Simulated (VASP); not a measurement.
# MnS (F-43m) in VASP: a series of runs

The runs below take MnS through single point, with PBEsol+U.

Everything below comes from runs of VASP 6.6.1. Logs are shortened: lines on timing, memory, paths and dates and some standing lists are left out, and cuts for length are marked.

### Step 1. The cell of the first run

It takes space group F-43m (No. 216, cubic). Conventional cell: a = 5.666 Å, b = 5.666 Å, c = 5.666 Å, α = 90.00°, β = 90.00°, γ = 90.00°. Mn (site symmetry -43m) has 4 S at 2.45 Å within 3.2 Å. S (site symmetry -43m) has 4 Mn at 2.45 Å within 3.2 Å.

### Step 2. Single point, PBEsol+U, collinear spin, ferromagnetic start

INCAR reads:

```
SYSTEM = MnS
  PREC = Accurate
  ENCUT = 520
  EDIFF = 1E-6
  ISMEAR = -1
  SIGMA = 0.05
  LREAL = .False.
  LASPH = .True.
  NELM = 150
  ALGO = Normal
  ISIF = 2
  LWAVE = .False.
  LCHARG = .False.
  ISPIN = 2
  MAGMOM = 4 0
  LORBIT = 11
  LMAXMIX = 4
  LDAU = .True.
  LDAUTYPE = 2
  LDAUL = 2 -1
  LDAUU = 4 0
  LDAUJ = 0 0
  LDAUPRINT = 1
  GGA = PS
  NBANDS = 20
```

KPOINTS reads:

```
Automatic mesh
0
Gamma
  9 9 9
  0 0 0
```

POSCAR reads:

```
MnS
1.0
    0.0000000000      2.8331926430      2.8331926430
    2.8331926430      0.0000000000      2.8331926430
    2.8331926430      2.8331926430      0.0000000000
Mn S
1 1
Direct
    0.0000000000      0.0000000000      0.0000000000
    0.7500000000      0.7500000000      0.7500000000
```

Potentials or basis: VASP PAW PBE potentials, release 64 (Mn_pv, S).

The run is started by

```console
> cat potpaw_PBE.64/Mn_pv/POTCAR potpaw_PBE.64/S/POTCAR > POTCAR
> mpirun -np 1 vasp_std > vasp.out
```

OUTCAR:

```text
SYSTEM = MnS
   PREC = Accurate
   ENCUT = 520
   EDIFF = 1E-6
   ISMEAR = -1
   LREAL = .False.
   LASPH = .True.
   NELM = 150
   ISIF = 2
   ISPIN = 2
   LORBIT = 11
   GGA = PS

 ion  position               nearest neighbor table
   1  0.000  0.000  0.000-   2 2.45   2 2.45   2 2.45   2 2.45
   2  0.750  0.750  0.750-   1 2.45   1 2.45   1 2.45   1 2.45

  LATTYP: Found a face centered cubic cell.
 ALAT       =     5.6663852860

  Lattice vectors:

 A1 = (   0.0000000000,   2.8331926430,   2.8331926430)
 A2 = (   2.8331926430,   0.0000000000,   2.8331926430)
 A3 = (   2.8331926430,   2.8331926430,   0.0000000000)

Analysis of symmetry for initial positions (statically):
=====================================================================
 Subroutine PRICEL returns:
 Original cell was already a primitive cell.

 Routine SETGRP: Setting up the symmetry group for a
 face centered cubic supercell.

 Subroutine GETGRP returns: Found 24 space group operations
 (whereof 24 operations were pure point group operations)
 out of a pool of 48 trial point group operations.

The static configuration has the point symmetry T_d .

Analysis of symmetry for dynamics (positions and initial velocities):
=====================================================================
 Subroutine PRICEL returns:
 Original cell was already a primitive cell.

 Routine SETGRP: Setting up the symmetry group for a
 face centered cubic supercell.

 Subroutine GETGRP returns: Found 24 space group operations
 (whereof 24 operations were pure point group operations)
 out of a pool of 48 trial point group operations.

The dynamic configuration has the point symmetry T_d .

Analysis of structural, dynamic, and magnetic symmetry:
=====================================================================
 Subroutine PRICEL returns:
 Original cell was already a primitive cell.

 Routine SETGRP: Setting up the symmetry group for a
 face centered cubic supercell.

 Subroutine GETGRP returns: Found 24 space group operations
 (whereof 24 operations were pure point group operations)
 out of a pool of 48 trial point group operations.

The overall configuration has the point symmetry T_d .

 Subroutine INISYM returns: Found 24 space group operations
 (whereof 24 operations are pure point group operations),
 and found     1 'primitive' translations

----------------------------------------------------------------------------------------

                                     Primitive cell

  volume of cell :      45.4840

  direct lattice vectors                    reciprocal lattice vectors
     0.000000000  2.833192643  2.833192643    -0.176479351  0.176479351  0.176479351
     2.833192643  0.000000000  2.833192643     0.176479351 -0.176479351  0.176479351
     2.833192643  2.833192643  0.000000000     0.176479351  0.176479351 -0.176479351

  length of vectors
     4.006739461  4.006739461  4.006739461     0.305671203  0.305671203  0.305671203

  position of ions in fractional coordinates (direct lattice)
     0.000000000  0.000000000  0.000000000
     0.750000000  0.750000000  0.750000000

  ion indices of the primitive-cell ions
   primitive index   ion index
                 1           1
                 2           2

----------------------------------------------------------------------------------------

 KPOINTS: Automatic mesh

Automatic generation of k-mesh.
 Grid dimensions read from file:
 generate k-points for:    9    9    9

 Generating k-lattice:
[... 61 lines left out ...]
   NELM   =    150;   NELMIN=  2; NELMDL= -5     # of ELM steps
   EDIFF  = 0.1E-05   stopping-criterion for ELM
   LREAL  =      F    real-space projection
   EDIFFG = 0.1E-04   stopping-criterion for IOM
   NSW    =      0    number of steps for IOM
   IBRION =     -1    ionic relax: 0-MD 1-quasi-New 2-CG
   NFREE  =      0    steps in history (QN), initial steepest desc. (CG)
   ISIF   =      2    stress and relaxation
   ISYM   =      2    0-nonsym 1-usesym 2-fastsym
   POTIM  = 0.5000    time-step for ionic-motion
   TEBEG  =    0.0;   TEEND  =   0.0 temperature during run
   PSTRESS=    0.0 pullay stress
   NELECT =      19.0000    total number of electrons
   NUPDOWN=      -1.0000    fix difference up-down
   EMIN   =  10.00;   EMAX   =-10.00  energy-range for DOS
   EFERMI =   0.00;   METHOD = LEGACY
   ISMEAR =    -1;   SIGMA  =   0.05  broadening in eV -4-tet -1-fermi 0-gaus
   EFERMI_NEDOS =   21; number of points for ismear=-14 and -15
   IALGO  =     38    algorithm
   IMIX   =      4    mixing-type and parameters
     AMIX     =   0.40;   BMIX     =  1.00
     AMIX_MAG =   1.60;   BMIX_MAG =  1.00
  volume/ion in A,a.u.               =      22.74       153.47
  Fermi-wavevector in a.u.,A,eV,Ry     =   1.223789  2.312626 20.376899  1.497660
  Thomas-Fermi vector in A             =   2.358887
   LORBIT       =     11    0 simple, 1 ext, 2 COOP (PROOUT), +10 PAW based schemes
 LDA+U is selected, type is set to LDAUTYPE =  2
   angular momentum for each species LDAUL =     2   -1
   U (eV)           for each species LDAUU =   4.0  0.0
   J (eV)           for each species LDAUJ =   0.0  0.0
   GGA     = PS    functional components
   LHFCALC =     F    Hartree Fock is set to
   AEXX    =    0.0000 exact exchange contribution
   IVDW    =     0    specifies the selected vdW correction
   LEPSILON=     F    determine dielectric tensor
   LRPA    =     F    only Hartree local field effects (RPA)
 spin polarized calculation
  energy-cutoff  :      520.00
  volume of cell :       45.48
 maximum number of plane-waves:      1243
 NGX is ok and might be reduce to    30
   NGX = 15   NGY = 15   NGZ = 15

atom =   1  type =  1  l = 2

 onsite density matrix

spin component  1

  0.9395 -0.0000  0.0000  0.0000 -0.0000
 -0.0000  0.9395 -0.0000 -0.0000 -0.0000
  0.0000 -0.0000  0.9329  0.0000 -0.0000
  0.0000 -0.0000  0.0000  0.9395 -0.0000
 -0.0000 -0.0000 -0.0000 -0.0000  0.9329

spin component  2

  0.0561  0.0000  0.0000 -0.0000  0.0000
  0.0000  0.0561 -0.0000  0.0000  0.0000
  0.0000 -0.0000  0.0156  0.0000 -0.0000
 -0.0000  0.0000  0.0000  0.0561  0.0000
  0.0000  0.0000 -0.0000  0.0000  0.0156

 occupancies and eigenvectors

  o =  0.0156  v =  0.0000  0.0000  0.0000  0.0000  0.0000  0.0000 -0.0000 -0.9990 -0.0000 -0.0440      0.0000  0.0000  0.0000  0.0000  0.0000  0.0000  0.0000  0.0000  0.0000  0.0000
  o =  0.0156  v =  0.0000  0.0000  0.0000  0.0000  0.0000  0.0000  0.0000 -0.0440 -0.0000  0.9990      0.0000  0.0000  0.0000  0.0000  0.0000  0.0000  0.0000  0.0000  0.0000  0.0000
  o =  0.0561  v =  0.0000  0.0000  0.0000  0.0000  0.0000  1.0000  0.0000  0.0000  0.0000  0.0000      0.0000  0.0000  0.0000  0.0000  0.0000  0.0000  0.0000  0.0000  0.0000  0.0000
  o =  0.0561  v =  0.0000  0.0000  0.0000  0.0000  0.0000  0.0000 -0.8899  0.0000  0.4562  0.0000      0.0000  0.0000  0.0000  0.0000  0.0000  0.0000  0.0000  0.0000  0.0000  0.0000
  o =  0.0561  v =  0.0000  0.0000  0.0000  0.0000  0.0000  0.0000 -0.4562  0.0000 -0.8899 -0.0000      0.0000  0.0000  0.0000  0.0000  0.0000  0.0000  0.0000  0.0000  0.0000  0.0000
  o =  0.9329  v =  0.0000  0.0000 -0.3306  0.0000  0.9438  0.0000  0.0000  0.0000  0.0000  0.0000      0.0000  0.0000  0.0000  0.0000  0.0000  0.0000  0.0000  0.0000  0.0000  0.0000
  o =  0.9329  v =  0.0000  0.0000  0.9438  0.0000  0.3306  0.0000  0.0000  0.0000  0.0000  0.0000      0.0000  0.0000  0.0000  0.0000  0.0000  0.0000  0.0000  0.0000  0.0000  0.0000
  o =  0.9395  v =  0.0000 -0.6476 -0.0000  0.7620  0.0000  0.0000  0.0000  0.0000  0.0000  0.0000      0.0000  0.0000  0.0000  0.0000  0.0000  0.0000  0.0000  0.0000  0.0000  0.0000
  o =  0.9395  v =  0.0000  0.7620 -0.0000  0.6476 -0.0000  0.0000  0.0000  0.0000  0.0000  0.0000      0.0000  0.0000  0.0000  0.0000  0.0000  0.0000  0.0000  0.0000  0.0000  0.0000
  o =  0.9395  v =  1.0000  0.0000  0.0000  0.0000  0.0000  0.0000  0.0000  0.0000  0.0000  0.0000      0.0000  0.0000  0.0000  0.0000  0.0000  0.0000  0.0000  0.0000  0.0000  0.0000

 number of electron      18.9999999 magnetization       5.0000176

 Free energy of the ion-electron system (eV)
  ---------------------------------------------------
  ext. energy  EPLUGINS =         0.00000000
  ---------------------------------------------------
  free energy    TOTEN  =       -13.58555464 eV

  energy without entropy =      -13.58555457  energy(sigma->0) =      -13.58555460

 E-fermi :   4.3304     XC(G=0):  -9.3330

 val. band max:        3.7306086338   @ k =   0.0000   0.0000   0.0000
 cond. band min:       4.8873345802   @ k =   0.0000   0.0000   0.0000
 fundamental gap:      1.1567259464
 Fermi energy:         4.3304245973

 spin component 1

 k-point     1 :       0.0000    0.0000    0.0000
  band No.  band energies     occupation
      1     -46.6470      1.00000
      2     -46.6470      1.00000
      3     -46.6470      1.00000
      4      -9.4308      1.00000
      5      -1.8184      1.00000
      6      -1.8184      1.00000
[... 1097 lines left out ...]
     19      18.0335      0.00000
     20      18.0335      0.00000

 [... further k-points ...]

------------------------ aborting loop because EDIFF is reached ----------------------------------------

  FORCE on cell =-STRESS in cart. coord.  units (eV):
  Direction    XX          YY          ZZ          XY          YZ          ZX
  --------------------------------------------------------------------------------------
  -------------------------------------------------------------------------------------
  Total        0.0240313      0.0240313      0.0240313     -0.0000000      0.0000000      0.0000000
  in kB        0.8465055      0.8465055      0.8465055     -0.0000000      0.0000000      0.0000000
  external PRESSURE =       0.8465055 kB  Pullay stress =       0.0000000 kB

 VOLUME and BASIS-vectors are now :
 -----------------------------------------------------------------------------
  energy-cutoff  :      520.00
  volume of cell :       45.48
      direct lattice vectors                 reciprocal lattice vectors
     0.000000000  2.833192643  2.833192643    -0.176479351  0.176479351  0.176479351
     2.833192643  0.000000000  2.833192643     0.176479351 -0.176479351  0.176479351
     2.833192643  2.833192643  0.000000000     0.176479351  0.176479351 -0.176479351

 POSITION                                       TOTAL-FORCE (eV/Angst)
 -----------------------------------------------------------------------------------
      0.00000      0.00000      0.00000        -0.000000     -0.000000     -0.000000
      4.24979      4.24979      4.24979         0.000000      0.000000      0.000000
 -----------------------------------------------------------------------------------
    total drift:                                0.000001      0.000001      0.000001

  FREE ENERGIE OF THE ION-ELECTRON SYSTEM (eV)
  ---------------------------------------------------
  free  energy   TOTEN  =       -13.5855546354 eV

  energy  without entropy=      -13.5855545745  energy(sigma->0) =      -13.58555460

 total charge

# of ion       s       p       d       tot
------------------------------------------
    1        0.262   6.209   4.866  11.337
    2        1.307   2.448   0.000   3.756
--------------------------------------------------
tot          1.569   8.657   4.866  15.093

 magnetization (x)

# of ion       s       p       d       tot
------------------------------------------
    1        0.047   0.058   4.474   4.579
    2        0.006   0.014   0.000   0.019
--------------------------------------------------
tot          0.053   0.071   4.474   4.598
```

It took 28 s on 1 thread of AMD EPYC 9R45 (Zen 5), shared host; peak memory 0.18 GiB.

Results:

- Free energy: -13.5856 eV
- Pressure: 0.1 GPa
- Band gap on the k mesh: 1.16 eV
- Net moment: 5.00 μB per cell
- Site moments: Mn +4.58; S +0.02 μB
- Valence electrons inside the program's atomic spheres: Mn 11.34; S 3.76

Levels at points of the mesh, in eV from the valence-band top:
Spin up:
```csv
k point,band 9,band 10,band 11,band 12,band 13,band 14,band 15,band 16
"(0.00, 0.00, 0.00)",-4.51,0.00,0.00,0.00,1.16,6.13,6.13,6.13
```
Spin down:
| k point | band 4 | band 5 | band 6 | band 7 | band 8 | band 9 | band 10 | band 11 |
| --- | --- | --- | --- | --- | --- | --- | --- | --- |
| (0.00, 0.00, 0.00) | -12.93 | -2.36 | -2.36 | -2.36 | 2.09 | 2.87 | 2.87 | 4.74 |

Eigenvalues of the final occupation matrices:
| site | spin | trace | eigenvalues |
| --- | --- | --- | --- |
| site 1 d | 1 | 4.68 | 0.93 0.93 0.94 0.94 0.94 |
| site 1 d | 2 | 0.20 | 0.02 0.02 0.06 0.06 0.06 |

Caveat: the PAW data sets were made with another functional, which shifts forces and pressure a little; an odd mesh through Γ misses points on the zone boundary, where band edges can lie; a cell with one magnetic atom can't hold antiferromagnetic order, which such compounds often take. The state reached can hang on the start; a lower one may exist.

### Step 3. Single point, PBEsol+U, collinear spin, ferromagnetic start

This run uses another cell than the first one, of 23.00 Å³/atom.

INCAR reads:

```
SYSTEM = MnS
ALGO = Normal ; EDIFF = 1E-6
ENCUT = 520 ; GGA = PS
ISIF = 2 ; ISMEAR = -1
ISPIN = 2 ; LASPH = .True.
LCHARG = .False. ; LDAU = .True.
LDAUJ = 0 0 ; LDAUL = 2 -1
LDAUPRINT = 1 ; LDAUTYPE = 2
LDAUU = 5 0 ; LMAXMIX = 4
LORBIT = 11 ; LREAL = .False.
LWAVE = .False. ; MAGMOM = 4 0
NBANDS = 20 ; NELM = 150
PREC = Accurate ; SIGMA = 0.05
```

KPOINTS reads:

```
k-points
0
Gamma
  9 9 9
  0 0 0
```

POSCAR reads:

```
MnS
1.0
    0.0000000000      2.8437527033      2.8437527033
    2.8437527033      0.0000000000      2.8437527033
    2.8437527033      2.8437527033      0.0000000000
Mn S
1 1
Direct
    0.0000000000      0.0000000000      0.0000000000
    0.7500000000      0.7500000000      0.7500000000
```

Potentials or basis: VASP PAW PBE potentials, release 64 (Mn_pv, S).

The run is started by

```console
> cat potpaw_PBE.64/Mn_pv/POTCAR potpaw_PBE.64/S/POTCAR > POTCAR
> mpirun -np 1 vasp_std > vasp.out
```

OUTCAR:

```text
SYSTEM = MnS
   EDIFF = 1E-6
   ENCUT = 520
   GGA = PS
   ISIF = 2
   ISMEAR = -1
   ISPIN = 2
   LASPH = .True.
   LORBIT = 11
   LREAL = .False.
   NELM = 150
   PREC = Accurate

 ion  position               nearest neighbor table
   1  0.000  0.000  0.000-   2 2.46   2 2.46   2 2.46   2 2.46
   2  0.750  0.750  0.750-   1 2.46   1 2.46   1 2.46   1 2.46

  LATTYP: Found a face centered cubic cell.
 ALAT       =     5.6875054066

  Lattice vectors:

 A1 = (   0.0000000000,   2.8437527033,   2.8437527033)
 A2 = (   2.8437527033,   0.0000000000,   2.8437527033)
 A3 = (   2.8437527033,   2.8437527033,   0.0000000000)

Analysis of symmetry for initial positions (statically):
=====================================================================
 Subroutine PRICEL returns:
[... 1353 lines left out ...]
  energy-cutoff  :      520.00
  volume of cell :       45.99
      direct lattice vectors                 reciprocal lattice vectors
     0.000000000  2.843752703  2.843752703    -0.175824009  0.175824009  0.175824009
     2.843752703  0.000000000  2.843752703     0.175824009 -0.175824009  0.175824009
     2.843752703  2.843752703  0.000000000     0.175824009  0.175824009 -0.175824009

 POSITION                                       TOTAL-FORCE (eV/Angst)
 -----------------------------------------------------------------------------------
      0.00000      0.00000      0.00000        -0.000000      0.000000      0.000000
      4.26563      4.26563      4.26563         0.000000     -0.000000     -0.000000
 -----------------------------------------------------------------------------------
    total drift:                                0.000001      0.000001      0.000001

  FREE ENERGIE OF THE ION-ELECTRON SYSTEM (eV)
  ---------------------------------------------------
  free  energy   TOTEN  =       -13.3531884550 eV

  energy  without entropy=      -13.3531884394  energy(sigma->0) =      -13.35318845

 total charge

# of ion       s       p       d       tot
------------------------------------------
    1        0.261   6.206   4.862  11.328
    2        1.307   2.449   0.000   3.757
--------------------------------------------------
tot          1.568   8.655   4.862  15.085

 magnetization (x)

# of ion       s       p       d       tot
------------------------------------------
    1        0.047   0.055   4.518   4.620
    2        0.005   0.000   0.000   0.005
--------------------------------------------------
tot          0.051   0.056   4.518   4.625
```

Wall time 29 s (1 thread of AMD EPYC 9R45 (Zen 5), shared host); peak memory 0.18 GiB.

What came out:

| Property | Result |
| --- | --- |
| Free energy | -13.3532 eV |
| Pressure | 0.1 GPa |
| Band gap on the k mesh | 1.26 eV |
| Net moment | 5.00 μB per cell |
| Site moments | Mn +4.62; S +0.01 μB |
| Valence electrons inside the program's atomic spheres | Mn 11.33; S 3.76 |

Eigenvalues of the final occupation matrices:
| site | spin | trace | eigenvalues |
| --- | --- | --- | --- |
| site 1 d | 1 | 4.70 | 0.94 0.94 0.94 0.94 0.94 |
| site 1 d | 2 | 0.18 | 0.01 0.01 0.05 0.05 0.05 |

Caveat: the PAW data sets were made with another functional, which shifts forces and pressure a little; an odd mesh through Γ misses points on the zone boundary, where band edges can lie; a cell with one magnetic atom can't hold antiferromagnetic order, which such compounds often take.
